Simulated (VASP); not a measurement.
Wanted: the native input for a VASP 6.6.1 run.

- Task: single point
- Functional: r2SCAN
- Potentials or basis: VASP PAW PBE potentials, release 64 (Sn_d, O)
- Cutoff: 520 eV
- k mesh: 6 × 6 × 6
- Occupations: gaussian, width 0.02 eV
- Spin: no spin polarisation
- Dipole correction: no
- Further INCAR settings: ALGO = Normal; EDIFF = 1e-06; NBANDS = 64

Crystal: SnO2.

```
Sn O
1.0
    -3.20056    3.36552    3.36553
     3.20056   -3.36552    3.36553
     3.20056    3.36552   -3.36553
Sn O
4 8
Direct
  0.99997 0.24997 0.75000
  0.00003 0.75003 0.25000
  0.50000 0.50000 0.50000
  0.50000 0.00000 0.00000
  0.19410 0.19413 0.50003
  0.69414 0.75004 0.94410
  0.19410 0.69407 0.99997
  0.30594 0.75004 0.55590
  0.69406 0.24996 0.44410
  0.30586 0.24996 0.05590
  0.80590 0.30593 0.00003
  0.80590 0.80587 0.49997
```

The input as run:

POSCAR

```
SnO2
1.0
   -3.2005643802      3.3655203064      3.3655269320
    3.2005643802     -3.3655203064      3.3655269320
    3.2005643802      3.3655203064     -3.3655269320
Sn O
4 8
Direct
    0.9999687495      0.2499687495      0.7500000000
    0.0000312505      0.7500312505      0.2500000000
    0.5000000000      0.5000000000      0.5000000000
    0.5000000000      0.0000000000      0.0000000000
    0.1941002000      0.1941267384      0.5000265383
    0.6941449705      0.7500445674      0.9441004030
    0.1941002000      0.6940736617      0.9999734617
    0.3059441644      0.7500445674      0.5558995970
    0.6940558356      0.2499554326      0.4441004030
    0.3058550295      0.2499554326      0.0558995970
    0.8058998000      0.3059263383      0.0000265383
    0.8058998000      0.8058732616      0.4999734617
```

INCAR.step1

```
SYSTEM = SnO2
PREC = Accurate
ENCUT = 520
ISMEAR = 0
SIGMA = 0.02
LREAL = .False.
LASPH = .True.
NELM = 60
NBANDS = 64
GGA = PE
ALGO = Normal
EDIFF = 1E-4
LWAVE = .True.
LCHARG = .False.
```

INCAR.step2

```
SYSTEM = SnO2
PREC = Accurate
ENCUT = 520
EDIFF = 1E-6
ISMEAR = 0
SIGMA = 0.02
LREAL = .False.
LASPH = .True.
NELM = 60
ALGO = Normal
ISIF = 2
LWAVE = .False.
LCHARG = .False.
METAGGA = R2SCAN
LMIXTAU = .True.
NBANDS = 64
ISTART = 1
```

KPOINTS

```
Automatic mesh
0
Gamma
  6 6 6
  0 0 0
```

Potentials or basis: VASP PAW PBE potentials, release 64 (Sn_d, O).

Launch:

```sh
$ cat potpaw_PBE.64/Sn_d/POTCAR potpaw_PBE.64/O/POTCAR > POTCAR
$ cp INCAR.step1 INCAR
$ mpirun -np 1 vasp_std > vasp.out
$ cp INCAR.step2 INCAR
$ mpirun -np 1 vasp_std > vasp.out
```

Results of the run:

```yaml
Pressure: 1.1 GPa
Largest_force: 0.028 eV/Å
Band_gap_on_the_k_mesh: 1.80 eV
```

Caveat: the PAW data sets were made with another functional, which shifts forces and pressure a little; spin-orbit coupling is left out, which moves the levels of the heavy elements.

It took 22 min on 1 thread of AMD EPYC 9R45 96-Core Processor (Zen 5), on a shared host, peak memory 0.52 GiB.
